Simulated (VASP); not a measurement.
# Li16Au in VASP: notebook

Li16Au is run at these levels: PBEsol; tasks: single point.

All numbers are computed with VASP 6.6.1; they aren't measurements. Logs are shortened: lines on timing, memory, paths and dates and some standing lists are left out, and cuts for length are marked.

## 1. The cell of the first run

The cell holds a slab with vacuum, 17 atoms: a = 6.980 Å, b = 6.045 Å, c = 19.403 Å, α = 90.00°, β = 90.00°, γ = 54.74°.

## 2. Single point, PBEsol

The input, INCAR:

```
SYSTEM = Li16Au
PREC = Accurate
ENCUT = 520
EDIFF = 1E-7
ISMEAR = 0
SIGMA = 0.1
LREAL = Auto
LASPH = .TRUE.
NELM = 60
ALGO = Normal
ISIF = 2
LWAVE = .FALSE.
LCHARG = .FALSE.
GGA = PS
NBANDS = 44
```

The input, KPOINTS:

```
regular mesh
0
G
  3 3 1
  0 0 0
```

The input, POSCAR:

```
Li16Au
1.0
    6.9800000000      0.0000000000      0.0000000000
    3.4900000000      4.9356050000      0.0000000000
    0.0000000000      0.0000000000     19.4034080000
Li Au
16 1
Direct
   -0.2499999493      0.4999998987      0.0515372866
    0.2500000507      0.4999998987      0.0515372866
   -0.2500000000      1.0000000000      0.0515372866
    0.2500000000      1.0000000000      0.0515372866
    0.0030730664      0.0003790822      0.1704187739
    0.4965752453      0.0007922028      0.1702824576
    0.0012336415      0.4975092213      0.1734400988
    0.4999129597      0.5007124760      0.1719428360
   -0.2606407879      0.4919105155      0.3024175959
    0.2700840363      0.4921963974      0.3023048322
   -0.2381218746      0.9768701101      0.2897236403
    0.2418593208      1.0182498397      0.2904453692
    0.0298077529     -0.0264255345      0.4115202340
    0.4979388458     -0.0253401559      0.4116324308
   -0.0028441897      0.5079282074      0.4332853796
    0.5319001096      0.4362759986      0.4419842123
    0.7706602633      0.9610098458      0.4961561392
```

Potentials or basis: VASP PAW PBE potentials, release 64 (Li_sv, Au).

Command:

```sh
cat potpaw_PBE.64/Li_sv/POTCAR potpaw_PBE.64/Au/POTCAR > POTCAR
mpirun -np 1 vasp_std > vasp.out
```

OUTCAR:

```text
SYSTEM = Li16Au
   PREC = Accurate
   ENCUT = 520
   EDIFF = 1E-7
   ISMEAR = 0
   LREAL = Auto
   LASPH = .TRUE.
   NELM = 60
   ISIF = 2
   GGA = PS

 ion  position               nearest neighbor table
   1  0.750  0.500  0.052-
   2  0.250  0.500  0.052-
   3  0.750  0.000  0.052-
   4  0.250  0.000  0.052-
   5  0.003  0.000  0.170-
   6  0.497  0.001  0.170-
   7  0.001  0.498  0.173-
   8  0.500  0.501  0.172-
   9  0.739  0.492  0.302-
  10  0.270  0.492  0.302-
  11  0.762  0.977  0.290-
  12  0.242  0.018  0.290-
  13  0.030  0.974  0.412-  17 2.48
  14  0.498  0.975  0.412-  17 2.48
  15  0.997  0.508  0.433-  17 2.55
  16  0.532  0.436  0.442-  17 2.57
  17  0.771  0.961  0.496-  13 2.48  14 2.48  15 2.55  16 2.57

  LATTYP: Found a base centered orthorhombic cell.
 ALAT       =     6.9800000000
 B/A-ratio  =     1.4142134670
 C/A-ratio  =     2.7798578797

  Lattice vectors:

 A1 = (   3.4900000000,  -4.9356050000,   0.0000000000)
 A2 = (   3.4900000000,   4.9356050000,   0.0000000000)
 A3 = (   0.0000000000,   0.0000000000,  19.4034080000)

Analysis of symmetry for initial positions (statically):
=====================================================================
 Subroutine PRICEL returns:
 Original cell was already a primitive cell.

 Routine SETGRP: Setting up the symmetry group for a
 base centered orthorhombic supercell.

 Subroutine GETGRP returns: Found  1 space group operations
 (whereof  1 operations were pure point group operations)
 out of a pool of  8 trial point group operations.

The static configuration has the point symmetry C_1 .

Analysis of symmetry for dynamics (positions and initial velocities):
=====================================================================
 Subroutine PRICEL returns:
 Original cell was already a primitive cell.

 Routine SETGRP: Setting up the symmetry group for a
 base centered orthorhombic supercell.

 Subroutine GETGRP returns: Found  1 space group operations
[... 109 lines left out ...]
   LSORBIT =      F    spin-orbit coupling
   LASPH  =      T    aspherical Exc in radial PAW
   ENCUT  =  520.0 eV  38.22 Ry    6.18 a.u.  12.98 11.24 36.08*2*pi/ulx,y,z
   NELM   =     60;   NELMIN=  2; NELMDL= -5     # of ELM steps
   EDIFF  = 0.1E-06   stopping-criterion for ELM
   LREAL  =      T    real-space projection
   EDIFFG = 0.1E-05   stopping-criterion for IOM
   NSW    =      0    number of steps for IOM
   IBRION =     -1    ionic relax: 0-MD 1-quasi-New 2-CG
   NFREE  =      0    steps in history (QN), initial steepest desc. (CG)
   ISIF   =      2    stress and relaxation
   ISYM   =      2    0-nonsym 1-usesym 2-fastsym
   POTIM  = 0.5000    time-step for ionic-motion
   TEBEG  =    0.0;   TEEND  =   0.0 temperature during run
   PSTRESS=    0.0 pullay stress
   NELECT =      59.0000    total number of electrons
   NUPDOWN=      -1.0000    fix difference up-down
   EMIN   =  10.00;   EMAX   =-10.00  energy-range for DOS
   EFERMI =   0.00;   METHOD = LEGACY
   ISMEAR =     0;   SIGMA  =   0.10  broadening in eV -4-tet -1-fermi 0-gaus
   EFERMI_NEDOS =   21; number of points for ismear=-14 and -15
   IALGO  =     38    algorithm
   IMIX   =      4    mixing-type and parameters
     AMIX     =   0.40;   BMIX     =  1.00
     AMIX_MAG =   1.60;   BMIX_MAG =  1.00
  volume/ion in A,a.u.               =      39.32       265.35
  Fermi-wavevector in a.u.,A,eV,Ry     =   0.728899  1.377420  7.228697  0.531294
  Thomas-Fermi vector in A             =   1.820487
   LORBIT       =      0    0 simple, 1 ext, 2 COOP (PROOUT), +10 PAW based schemes
   GGA     = PS    functional components
   LHFCALC =     F    Hartree Fock is set to
   AEXX    =    0.0000 exact exchange contribution
   IVDW    =     0    specifies the selected vdW correction
   LEPSILON=     F    determine dielectric tensor
   LRPA    =     F    only Hartree local field effects (RPA)
 non-spin polarized calculation
 Gauss-broadening in eV      SIGMA  =   0.10
  energy-cutoff  :      520.00
  volume of cell :      668.46
 maximum number of plane-waves:     18023
 NGX is ok and might be reduce to    54
   NGX = 25   NGY = 23   NGZ = 73

 number of electron      59.0000000 magnetization

 Free energy of the ion-electron system (eV)
  ---------------------------------------------------
  ext. energy  EPLUGINS =         0.00000000
  ---------------------------------------------------
  free energy    TOTEN  =       -33.39213956 eV

  energy without entropy =      -33.33850190  energy(sigma->0) =      -33.36532073

 E-fermi :  -1.0688     XC(G=0):  -4.5748

 val. band max:       -1.0977664941   @ k =   0.0000   0.0000   0.0000
 cond. band min:      -1.0575085528   @ k =   0.0000   0.0000   0.0000
 fundamental gap:      0.0402579412
 Fermi energy:        -1.0688469795

 k-point     1 :       0.0000    0.0000    0.0000
  band No.  band energies     occupation
      1     -47.4818      2.00000
      2     -47.4692      2.00000
      3     -47.4601      2.00000
      4     -47.4577      2.00000
      5     -47.4217      2.00000
      6     -47.3036      2.00000
[... 209 lines left out ...]
     40       1.2210      0.00000
     41       1.4980      0.00000
 [bands above 41 left out]

------------------------ aborting loop because EDIFF is reached ----------------------------------------

  FORCE on cell =-STRESS in cart. coord.  units (eV):
  Direction    XX          YY          ZZ          XY          YZ          ZX
  --------------------------------------------------------------------------------------
  -------------------------------------------------------------------------------------
  Total       -0.7510079     -2.0053468     -0.2254915      0.0050749      0.0039253     -0.0100084
  in kB       -1.8000364     -4.8064700     -0.5404641      0.0121637      0.0094083     -0.0239883
  external PRESSURE =      -2.3823235 kB  Pullay stress =       0.0000000 kB

 VOLUME and BASIS-vectors are now :
 -----------------------------------------------------------------------------
  energy-cutoff  :      520.00
  volume of cell :      668.46
      direct lattice vectors                 reciprocal lattice vectors
     6.980000000  0.000000000  0.000000000     0.143266476 -0.101304703  0.000000000
     3.490000000  4.935605000  0.000000000     0.000000000  0.202609407  0.000000000
     0.000000000  0.000000000 19.403408000     0.000000000  0.000000000  0.051537338

 POSITION                                       TOTAL-FORCE (eV/Angst)
 -----------------------------------------------------------------------------------
      6.98000      2.46780      1.00000         0.006884     -0.003829      0.010338
      3.49000      2.46780      1.00000        -0.006792     -0.003704      0.011374
      5.23500      0.00000      1.00000         0.000553      0.004048     -0.004719
      1.74500      0.00000      1.00000        -0.000639      0.000986     -0.038951
      0.02277      0.00187      3.30671        -0.007810      0.000709      0.012004
      3.46886      0.00391      3.30406         0.008515     -0.002808      0.011907
[... 9 lines left out ...]
      5.23527      2.15329      8.57600         0.007880     -0.002771      0.005242
      8.73313      4.74316      9.62712        -0.000903      0.002941      0.006125
 -----------------------------------------------------------------------------------
    total drift:                                0.006566      0.001238     -0.010389

  FREE ENERGIE OF THE ION-ELECTRON SYSTEM (eV)
  ---------------------------------------------------
  free  energy   TOTEN  =       -33.3921395588 eV

  energy  without entropy=      -33.3385019016  energy(sigma->0) =      -33.36532073
```

OSZICAR:

```text
N       E                     dE             d eps       ncg     rms          rms(c)
DAV:   1     0.361122927374E+03    0.36112E+03   -0.25680E+04   480   0.119E+03
DAV:   2     0.526112793135E+02   -0.30851E+03   -0.28854E+03   496   0.321E+02
DAV:   3    -0.702450109828E+01   -0.59636E+02   -0.57935E+02   736   0.892E+01
[... 16 lines left out ...]
DAV:  20    -0.333921375057E+02   -0.40624E-05   -0.91750E-07   548   0.281E-03    0.653E-04
DAV:  21    -0.333921389366E+02   -0.14310E-05   -0.25717E-07   456   0.162E-03    0.302E-04
DAV:  22    -0.333921393757E+02   -0.43909E-06   -0.11703E-07   424   0.101E-03    0.264E-04
DAV:  23    -0.333921395450E+02   -0.16928E-06   -0.43846E-08   400   0.723E-04    0.926E-05
DAV:  24    -0.333921395588E+02   -0.13808E-07   -0.73139E-09   360   0.417E-04
   1 F= -.33392140E+02 E0= -.33365321E+02  d E =-.536377E-01
```

Run time: 5 min. Hardware: 1 thread of Intel Xeon 6975P-C (Granite Rapids), shared host; peak memory 0.73 GiB.

Results:

```yaml
Free_energy: -33.3921 eV
Largest_force: 0.039 eV/Å
```

Forces in eV/Å, atoms in the order of the input:
```
Li   0.007 -0.004  0.010
Li  -0.007 -0.004  0.011
Li   0.001  0.004 -0.005
Li  -0.001  0.001 -0.039
Li  -0.008  0.001  0.012
Li   0.009 -0.003  0.012
Li  -0.001  0.009  0.009
Li   0.000 -0.003  0.005
Li   0.004  0.003 -0.008
Li  -0.006  0.006 -0.008
Li   0.000 -0.007 -0.020
Li  -0.002  0.001 -0.012
Li   0.001  0.008  0.008
Li  -0.002 -0.003  0.012
Li  -0.002 -0.008  0.000
Li   0.008 -0.003  0.005
Au  -0.001  0.003  0.006
```

Caveat: the k points lie up to 0.42 Å⁻¹ apart; the cutoff is under 1.25 times the usual one of these potentials, so pressure, stress and relaxed cells hold a basis-set (Pulay) error; the PAW data sets were made with another functional, which shifts forces and pressure a little; spin-orbit coupling is left out, which moves the levels of the heavy elements.

## 3. Single point, PBEsol

The input, INCAR:

```
SYSTEM = Li16Au
ALGO = Normal ; EDIFF = 1E-6
ENCUT = 520 ; GGA = PS
ISIF = 2 ; ISMEAR = 0
LASPH = .TRUE. ; LCHARG = .FALSE.
LREAL = Auto ; LWAVE = .FALSE.
NBANDS = 44 ; NELM = 60
PREC = Accurate ; SIGMA = 0.1
```

The input, KPOINTS:

```
k-points
0
G
  3 3 1
  0 0 0
```

The input, POSCAR:

```
Li16Au
1.0
    6.9800000000      0.0000000000      0.0000000000
    3.4900000000      4.9356050000      0.0000000000
    0.0000000000      0.0000000000     19.4034080000
Li Au
16 1
Direct
   -0.2500000507      0.5000001013      0.0515372866
    0.2499999493      0.5000001013      0.0515372866
   -0.2500000000      1.0000000000      0.0515372866
    0.2500000000      1.0000000000      0.0515372866
    0.0030644905      0.0003266064      0.1704316067
    0.4966328020      0.0006882642      0.1703123493
    0.0010839276      0.4978115145      0.1732307541
    0.4997887257      0.5008936088      0.1721430586
   -0.2577382447      0.4936452573      0.3023217365
    0.2652775763      0.4938952773      0.3022230425
   -0.2409859693      0.9825200761      0.2896279870
    0.2441858027      1.0133507442      0.2903799683
    0.0265327025     -0.0198897602      0.4115131218
    0.4945130449     -0.0189401299      0.4116113004
   -0.0065670044      0.5150938943      0.4342947383
    0.5284433227      0.4431801167      0.4407317519
    0.7655493559      0.9709405433      0.4960903260
```

Potentials or basis: VASP PAW PBE potentials, release 64 (Li_sv, Au).

Command:

```sh
cat potpaw_PBE.64/Li_sv/POTCAR potpaw_PBE.64/Au/POTCAR > POTCAR
mpirun -np 1 vasp_std > vasp.out
```

Wall time 4.8 min (1 thread of Intel Xeon 6975P-C (Granite Rapids), shared host); peak memory 0.72 GiB.

Results (log left out):

```yaml
Free_energy: -33.3921 eV
Largest_force: 0.038 eV/Å
```

Forces on the atoms (eV/Å):
```
Li   0.005 -0.003  0.011
Li  -0.005 -0.003  0.012
Li   0.001  0.003 -0.004
Li   0.000  0.001 -0.038
Li  -0.006  0.001  0.009
Li   0.008 -0.003  0.010
Li   0.000  0.009  0.008
Li   0.000 -0.002  0.005
Li  -0.002  0.003 -0.009
Li  -0.003  0.004 -0.007
Li   0.003 -0.009 -0.018
Li  -0.001  0.002 -0.014
Li   0.000  0.006  0.008
Li   0.000 -0.003  0.010
Li  -0.003 -0.010  0.001
Li   0.005  0.000  0.005
Au  -0.002  0.005  0.009
```

Levels at points of the mesh, in eV from the Fermi level:
```
           k point  band 25  band 26  band 27  band 28  band 29  band 30  band 31  band 32  band 33  band 34
(0.00, 0.00, 0.00)    -1.17    -0.03     0.01     0.05     0.06     0.10     0.24     0.28     0.41     0.44
```

Caveat: the k points lie up to 0.42 Å⁻¹ apart; the cutoff is under 1.25 times the usual one of these potentials, so pressure, stress and relaxed cells hold a basis-set (Pulay) error; the PAW data sets were made with another functional, which shifts forces and pressure a little; spin-orbit coupling is left out, which moves the levels of the heavy elements.

## 4. Single point, PBEsol

The input, INCAR:

```
PREC = Accurate ; ENCUT = 520
EDIFF = 1E-6 ; ISMEAR = 0
SIGMA = 0.1 ; LREAL = Auto
LASPH = T ; NELM = 60
ALGO = Normal ; ISIF = 2
LWAVE = F ; LCHARG = F
GGA = PS ; NBANDS = 44
```

The input, KPOINTS:

```
Automatic mesh
0
Gamma
  3 3 1
```

The input, POSCAR:

```
Li16Au
1.0
    6.9800000000      0.0000000000      0.0000000000
    3.4900000000      4.9356050000      0.0000000000
    0.0000000000      0.0000000000     19.4034080000
Li Au
16 1
Direct
   -0.2500000507      0.5000001013      0.0515372866
    0.2499999493      0.5000001013      0.0515372866
   -0.2500000000      1.0000000000      0.0515372866
    0.2500000000      1.0000000000      0.0515372866
    0.0030559566      0.0002743331      0.1704444395
    0.4966903168      0.0005841229      0.1703422409
    0.0009342136      0.4981138077      0.1730214094
    0.4996643904      0.5010749442      0.1723432811
   -0.2548355582      0.4953799990      0.3022259286
    0.2604710150      0.4955943598      0.3021413042
   -0.2438503085      0.9881702446      0.2895323337
    0.2465121832      1.0084518514      0.2903146190
    0.0232576520     -0.0133539860      0.4115060097
    0.4910872440     -0.0125401040      0.4115901701
   -0.0102898192      0.5222595811      0.4353040456
    0.5249862913      0.4500844375      0.4394792915
    0.7604384065      0.9808710381      0.4960245128
```

Command:

```sh
cat potpaw_PBE.64/Li_sv/POTCAR potpaw_PBE.64/Au/POTCAR > POTCAR
mpirun -np 1 vasp_std > vasp.out
```

Wall time 4.1 min (1 thread of Intel Xeon 6975P-C (Granite Rapids), shared host); peak memory 0.72 GiB.

The run converged. Its results:

- Free energy: -33.3918 eV
- Largest force: 0.038 eV/Å

Forces in eV/Å, atoms in the order of the input:
```
Li   0.003 -0.002  0.011
Li  -0.003 -0.002  0.012
Li   0.001  0.002 -0.004
Li   0.000  0.000 -0.038
Li  -0.006  0.001  0.007
Li   0.007 -0.002  0.007
Li   0.000  0.008  0.007
Li   0.000 -0.003  0.004
Li   0.000  0.004 -0.008
Li  -0.005  0.006 -0.007
Li   0.003 -0.009 -0.016
Li   0.002  0.000 -0.014
Li  -0.001  0.005  0.009
Li  -0.002 -0.004  0.008
Li  -0.004 -0.009  0.003
Li   0.005  0.005  0.005
Au   0.000  0.002  0.013
```

Levels at points of the mesh, in eV from the Fermi level:
| k point | band 25 | band 26 | band 27 | band 28 | band 29 | band 30 | band 31 | band 32 | band 33 | band 34 |
| --- | --- | --- | --- | --- | --- | --- | --- | --- | --- | --- |
| (0.00, 0.00, 0.00) | -1.17 | -0.03 | 0.01 | 0.05 | 0.06 | 0.10 | 0.24 | 0.28 | 0.41 | 0.44 |

Caveat: the k points lie up to 0.42 Å⁻¹ apart; the cutoff is under 1.25 times the usual one of these potentials, so pressure, stress and relaxed cells hold a basis-set (Pulay) error; the PAW data sets were made with another functional, which shifts forces and pressure a little; spin-orbit coupling is left out, which moves the levels of the heavy elements.
